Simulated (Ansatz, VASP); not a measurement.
## MgO in VASP and in Ansatz

File INCAR:

```
SYSTEM = MgO
  PREC = Accurate
  ENCUT = 750
  EDIFF = 1E-7
  ISMEAR = 0
  SIGMA = 0.02
  LREAL = .FALSE.
  LASPH = .TRUE.
  NELM = 120
  ALGO = Normal
  ISIF = 3
  LWAVE = .FALSE.
  LCHARG = .FALSE.
  GGA = CA
  IBRION = 2
  NSW = 100
  EDIFFG = -0.002
  GGA_COMPAT = .FALSE.
  NELMIN = 4
```

File KPOINTS:

```
regular mesh
0
G
  10 10 10
  0 0 0
```

File POSCAR:

```
MgO
1.0
    0.0000000000      2.0805909293      2.0805909293
    2.0805909293      0.0000000000      2.0805909293
    2.0805909293      2.0805909293      0.0000000000
Mg O
1 1
Direct
    0.0000000000      0.0000000000      0.0000000000
    0.5000000000      0.5000000000      0.5000000000
```

Input for Ansatz:

```yaml
crystal:
  lattice:
    - [0.0, 2.0805909293, 2.0805909293]
    - [2.0805909293, 0.0, 2.0805909293]
    - [2.0805909293, 2.0805909293, 0.0]
  atoms:
    - { symbol: Mg, position: [0.0, 0.0, 0.0] }
    - { symbol: O, position: [0.5, 0.5, 0.5] }
basis:
  ecutwfc: 600.0
kpoints:
  mp_grid: { grid: [10, 10, 10] }
hamiltonian:
  xc: lda
  pseudopotentials: { kind: paw, azcp: { folder: soft_1 } }
scf:
  occupations: { method: gaussian, width: 0.02 }
output:
  forces: true
  stress: true
  eigenvalues: true
relax:
  adjacent_minimum: "off"
  f_tol: 0.002
  max_steps: 80
  cell: { stress_tol: 0.02 }
```

Alike in both runs: task relaxation of cell and atoms; functional LDA; k mesh 10 × 10 × 10; occupations gaussian, width 0.02 eV; no spin polarisation.

|  | VASP | Ansatz |
| --- | --- | --- |
| version | VASP 6.6.1 | Ansatz 0.2.0 |
| potentials or method | VASP PAW LDA potentials, release 64 (Mg_sv, O), cutoff 750 eV | scalar-relativistic, plane waves, PAW |
| valence electrons in the cell | 16 | 16 |

```csv
,VASP,Ansatz,Ansatz less VASP
"gap on the k mesh at the Fermi level, each at its own relaxed structure (eV)",5.04,5.03,-0.014
relaxed volume (Å³/atom),9.00,9.00,+0.005
relaxed cell length with the largest relative difference (Å),2.942,2.942,+0.0005
```

Ansatz warns that its potentials were made for another functional, while VASP's fit it. LDA's correlation is that of Perdew and Zunger in VASP and of Perdew and Wang (1992) in Ansatz.
